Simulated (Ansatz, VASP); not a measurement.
## YGeF5 in VASP and in Ansatz

```
Y Ge F
1.0
     0.00000    3.85221    3.85221
     3.85221    0.00000    3.85221
     3.85221    3.85221    0.00000
Y Ge F
1 1 5
Direct
  0.25000 0.25000 0.25000
  0.50000 0.50000 0.50000
  0.00000 0.00000 0.00000
  0.63580 0.09261 0.63580
  0.63580 0.63580 0.63580
  0.09261 0.63580 0.63580
  0.63580 0.63580 0.09261
```

Alike in both runs: task relaxation of cell and atoms; functional PBE; k mesh 8 × 8 × 8; occupations gaussian, width 0.02 eV; no spin polarisation.

|  | VASP | Ansatz |
| --- | --- | --- |
| version | VASP 6.6.1 | Ansatz 0.2.0 |
| potentials or method | VASP PAW PBE potentials, release 64 (Y_sv, Ge_d, F), cutoff 600 eV | scalar-relativistic, plane waves, PAW |
| valence electrons in the cell | 60 | 60 |

|  | VASP | Ansatz | Ansatz less VASP |
| --- | --- | --- | --- |
| gap on the k mesh at the Fermi level, each at its own relaxed structure (eV) | 0.59 | 0.59 | -0.006 |
| relaxed volume (Å³/atom) | 16.29 | 16.36 | +0.073 |
| relaxed length of the cell vector where the two differ most in proportion (Å) | 5.443 | 5.451 | +0.0081 |
